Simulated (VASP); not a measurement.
# PtSe2 (P-3m1) in VASP: notebook, part 2 of 2

VASP 6.6.1.

**3. Single point, r2SCAN (strain +4.0%)**

Contents of POSCAR:

```
PtSe2
1.0
    3.8777963836      0.0000000000      0.0000000000
   -1.9388981918      3.3582701789      0.0000000000
    0.0000000000      0.0000000000      5.4882428391
Pt Se
1 2
Direct
    0.0000000000      0.0000000000      0.0000000000
    0.3333333333      0.6666666667      0.2247691967
    0.6666666667      0.3333333333      0.7752308033
```

Contents of INCAR.step1:

```
SYSTEM = PtSe2
PREC = Accurate ; ENCUT = 520
ISMEAR = -1 ; SIGMA = 0.02
LREAL = .False. ; LASPH = .True.
NELM = 100 ; NBANDS = 18
GGA = PE ; ALGO = Normal
EDIFF = 1E-4 ; LWAVE = .True.
LCHARG = .False.
```

Contents of INCAR.step2:

```
SYSTEM = PtSe2
PREC = Accurate ; ENCUT = 520
EDIFF = 1E-6 ; ISMEAR = -1
SIGMA = 0.02 ; LREAL = .False.
LASPH = .True. ; NELM = 100
ALGO = Normal ; ISIF = 2
LWAVE = .False. ; LCHARG = .False.
METAGGA = R2SCAN ; LMIXTAU = .True.
NBANDS = 18 ; ISTART = 1
```

Contents of KPOINTS:

```
Automatic mesh
0
Gamma
  12 12 6
  0 0 0
```

Potentials or basis: VASP PAW PBE potentials, release 64 (Pt, Se).

Run with:

```
cat potpaw_PBE.64/Pt/POTCAR potpaw_PBE.64/Se/POTCAR > POTCAR
cp INCAR.step1 INCAR
mpirun -np 1 vasp_std > vasp.out
cp INCAR.step2 INCAR
mpirun -np 1 vasp_std > vasp.out
```

OUTCAR:

```text
SYSTEM = PtSe2
   PREC = Accurate
   ENCUT = 520
   EDIFF = 1E-6
   ISMEAR = -1
   LREAL = .False.
   LASPH = .True.
   NELM = 100
   ISIF = 2
   METAGGA = R2SCAN
   ISTART = 1

 ion  position               nearest neighbor table
   1  0.000  0.000  0.000-   2 2.56   3 2.56   2 2.56   3 2.56   3 2.56   2 2.56
   2  0.333  0.667  0.225-   1 2.56   1 2.56   1 2.56
   3  0.667  0.333  0.775-   1 2.56   1 2.56   1 2.56

  LATTYP: Found a hexagonal cell.
 ALAT       =     3.8777963836
 C/A-ratio  =     1.4152993856

  Lattice vectors:

 A1 = (   3.8777963836,   0.0000000000,   0.0000000000)
 A2 = (  -1.9388981918,   3.3582701789,   0.0000000000)
 A3 = (   0.0000000000,   0.0000000000,   5.4882428391)

Analysis of symmetry for initial positions (statically):
=====================================================================
 Subroutine PRICEL returns:
 Original cell was already a primitive cell.

 Routine SETGRP: Setting up the symmetry group for a
 hexagonal supercell.

 Subroutine GETGRP returns: Found 12 space group operations
 (whereof 12 operations were pure point group operations)
 out of a pool of 24 trial point group operations.

The static configuration has the point symmetry D_3d.

Analysis of symmetry for dynamics (positions and initial velocities):
=====================================================================
 Subroutine PRICEL returns:
 Original cell was already a primitive cell.

 Routine SETGRP: Setting up the symmetry group for a
 hexagonal supercell.

 Subroutine GETGRP returns: Found 12 space group operations
 (whereof 12 operations were pure point group operations)
 out of a pool of 24 trial point group operations.

The dynamic configuration has the point symmetry D_3d.

 Subroutine INISYM returns: Found 12 space group operations
 (whereof 12 operations are pure point group operations),
 and found     1 'primitive' translations

----------------------------------------------------------------------------------------

                                     Primitive cell

  volume of cell :      71.4717

  direct lattice vectors                    reciprocal lattice vectors
     3.877796384  0.000000000  0.000000000     0.257878419  0.148886175  0.000000000
    -1.938898192  3.358270179  0.000000000     0.000000000  0.297772349  0.000000000
     0.000000000  0.000000000  5.488242839     0.000000000  0.000000000  0.182207681

  length of vectors
     3.877796384  3.877796384  5.488242839     0.297772349  0.297772349  0.182207681

  position of ions in fractional coordinates (direct lattice)
     0.000000000  0.000000000  0.000000000
     0.333333333  0.666666667  0.224769197
     0.666666667  0.333333333  0.775230803

  ion indices of the primitive-cell ions
   primitive index   ion index
                 1           1
                 2           2
                 3           3

----------------------------------------------------------------------------------------

 KPOINTS: Automatic mesh

Automatic generation of k-mesh.
 Grid dimensions read from file:
 generate k-points for:   12   12    6

 Generating k-lattice:

  Cartesian coordinates                     Fractional coordinates (reciprocal lattice)
     0.021489868  0.012407181  0.000000000     0.083333333  0.000000000  0.000000000
     0.000000000  0.024814362  0.000000000     0.000000000  0.083333333  0.000000000
     0.000000000  0.000000000  0.030367947     0.000000000  0.000000000  0.166666667

  Length of vectors
     0.024814362  0.024814362  0.030367947

  Shift w.r.t. Gamma in fractional coordinates (k-lattice)
     0.000000000  0.000000000  0.000000000

 Subroutine IBZKPT returns following result:
 ===========================================

 Found    100 irreducible k-points:

 Following reciprocal coordinates:
            Coordinates               Weight
  0.000000  0.000000  0.000000      1.000000
  0.083333  0.000000  0.000000      6.000000
  0.166667  0.000000  0.000000      6.000000
  0.250000  0.000000  0.000000      6.000000
  0.333333  0.000000  0.000000      6.000000
  0.416667  0.000000  0.000000      6.000000
[... 16 lines left out ...]
  0.166667  0.000000  0.166667      6.000000
  0.000000  0.166667  0.166667      6.000000
 [... further k-points ...]
   k-points           NKPTS =    100   k-points in BZ     NKDIM =    100   number of bands    NBANDS=     18
   number of dos      NEDOS =    301   number of ions     NIONS =      3
   total plane-waves  NPLWV =  37800
   dimension x,y,z NGX =    30 NGY =   30 NGZ =   42
   dimension x,y,z NGXF=    60 NGYF=   60 NGZF=   84
   ions per type =               1   2
   NGX,Y,Z   is equivalent  to a cutoff of  12.86, 12.86, 12.72 a.u.
   NGXF,Y,Z  is equivalent  to a cutoff of  25.72, 25.72, 25.44 a.u.
 SYSTEM =  PtSe2
   PREC   = accura    normal or accurate (medium, high low for compatibility)
   ISTART =      1    job   : 0-new  1-cont  2-samecut
   ICHARG =      0    charge: 1-file 2-atom 10-const
   ISPIN  =      1    spin polarized calculation?
   LNONCOLLINEAR =      F non collinear calculations
   LSORBIT =      F    spin-orbit coupling
   LASPH  =      T    aspherical Exc in radial PAW
   ENCUT  =  520.0 eV  38.22 Ry    6.18 a.u.   7.21  7.21 10.20*2*pi/ulx,y,z
   NELM   =    100;   NELMIN=  2; NELMDL=  0     # of ELM steps
   EDIFF  = 0.1E-05   stopping-criterion for ELM
   LREAL  =      F    real-space projection
   EDIFFG = 0.1E-04   stopping-criterion for IOM
   NSW    =      0    number of steps for IOM
   IBRION =     -1    ionic relax: 0-MD 1-quasi-New 2-CG
   NFREE  =      0    steps in history (QN), initial steepest desc. (CG)
   ISIF   =      2    stress and relaxation
   ISYM   =      2    0-nonsym 1-usesym 2-fastsym
   POTIM  = 0.5000    time-step for ionic-motion
   TEBEG  =    0.0;   TEEND  =   0.0 temperature during run
   PSTRESS=    0.0 pullay stress
   NELECT =      22.0000    total number of electrons
   NUPDOWN=      -1.0000    fix difference up-down
   EMIN   =  10.00;   EMAX   =-10.00  energy-range for DOS
   EFERMI =   0.00;   METHOD = LEGACY
   ISMEAR =    -1;   SIGMA  =   0.02  broadening in eV -4-tet -1-fermi 0-gaus
   EFERMI_NEDOS =   21; number of points for ismear=-14 and -15
   IALGO  =     38    algorithm
   IMIX   =      4    mixing-type and parameters
     AMIX     =   0.40;   BMIX     =  1.00
     AMIX_MAG =   1.60;   BMIX_MAG =  1.00
  volume/ion in A,a.u.               =      23.82       160.77
  Fermi-wavevector in a.u.,A,eV,Ry     =   1.105362  2.088831 16.623931  1.221824
  Thomas-Fermi vector in A             =   2.241848
   LORBIT       =      0    0 simple, 1 ext, 2 COOP (PROOUT), +10 PAW based schemes
   METAGGA = R2SCAN    functional components
   LHFCALC =     F    Hartree Fock is set to
   AEXX    =    0.0000 exact exchange contribution
   IVDW    =     0    specifies the selected vdW correction
   LEPSILON=     F    determine dielectric tensor
   LRPA    =     F    only Hartree local field effects (RPA)
 non-spin polarized calculation
  energy-cutoff  :      520.00
  volume of cell :       71.47
 maximum number of plane-waves:      1950
 NGX is ok and might be reduce to    30
   NGX = 15   NGY = 15   NGZ = 21

 number of electron      21.9999998 magnetization

 Free energy of the ion-electron system (eV)
  ---------------------------------------------------
  ext. energy  EPLUGINS =         0.00000000
  ---------------------------------------------------
  free energy    TOTEN  =       -81.37331917 eV

  energy without entropy =      -81.37330706  energy(sigma->0) =      -81.37331312

 E-fermi :   4.4266     XC(G=0): -10.3031

 val. band max:        4.3061807279   @ k =   0.0833   0.0000   0.0000
 cond. band min:       4.5523230781   @ k =   0.0000   0.2500   0.3333
 fundamental gap:      0.2461423502
 Fermi energy:         4.4265803170

 k-point     1 :       0.0000    0.0000    0.0000
  band No.  band energies     occupation
      1     -11.0627      2.00000
      2      -8.7540      2.00000
      3      -1.9261      2.00000
      4      -1.8381      2.00000
      5      -1.8381      2.00000
      6       0.5866      2.00000
[... 10 lines left out ...]
     17      11.9257      0.00000
     18      15.0342      0.00000
[... 463 lines left out ...]
 k-point    24 :       0.0000    0.1667    0.1667
  band No.  band energies     occupation
      1     -10.7476      2.00000
      2      -8.9414      2.00000
      3      -1.8621      2.00000
      4      -1.6612      2.00000
      5      -1.2912      2.00000
      6       0.1095      2.00000
[... 10 lines left out ...]
     17      13.0843      0.00000
     18      13.3540      0.00000

 [... further k-points ...]

------------------------ aborting loop because EDIFF is reached ----------------------------------------

  FORCE on cell =-STRESS in cart. coord.  units (eV):
  Direction    XX          YY          ZZ          XY          YZ          ZX
  --------------------------------------------------------------------------------------
  -------------------------------------------------------------------------------------
  Total       -3.1499196     -3.1499196     -0.2971638      0.0000000     -0.0000000      0.0000000
  in kB      -70.6116078    -70.6116078     -6.6615075      0.0000000     -0.0000000      0.0000000
  external PRESSURE =     -49.2949077 kB  Pullay stress =       0.0000000 kB

 VOLUME and BASIS-vectors are now :
 -----------------------------------------------------------------------------
  energy-cutoff  :      520.00
  volume of cell :       71.47
      direct lattice vectors                 reciprocal lattice vectors
     3.877796384  0.000000000  0.000000000     0.257878419  0.148886175  0.000000000
    -1.938898192  3.358270179  0.000000000     0.000000000  0.297772349  0.000000000
     0.000000000  0.000000000  5.488242839     0.000000000  0.000000000  0.182207681

 POSITION                                       TOTAL-FORCE (eV/Angst)
 -----------------------------------------------------------------------------------
      0.00000      0.00000      0.00000        -0.000000      0.000000      0.000000
     -0.00000      2.23885      1.23359        -0.000000      0.000000     -0.018393
      1.93890      1.11942      4.25465         0.000000      0.000000      0.018393
 -----------------------------------------------------------------------------------
    total drift:                                0.000000      0.000000     -0.000000

  FREE ENERGIE OF THE ION-ELECTRON SYSTEM (eV)
  ---------------------------------------------------
  free  energy   TOTEN  =       -81.3733191727 eV

  energy  without entropy=      -81.3733070647  energy(sigma->0) =      -81.37331312
```

It took 9.7 min on 1 thread of Intel Xeon 8259CL, shared host; peak memory 0.29 GiB.

Results:

* Free energy: -81.3733 eV
* Pressure: -4.9 GPa
* Largest force: 0.018 eV/Å
* Band gap on the k mesh: 0.25 eV (least direct gap 0.70 eV)

Forces in eV/Å, atoms in the order of the input:
```
Pt   0.000  0.000  0.000
Se   0.000  0.000 -0.018
Se   0.000  0.000  0.018
```

Caveat: the cell differs from its parent crystal (strain +4.0%); the cell stands under tension; the PAW data sets were made with another functional, which shifts forces and pressure a little; spin-orbit coupling is left out, which moves the levels of the heavy elements.
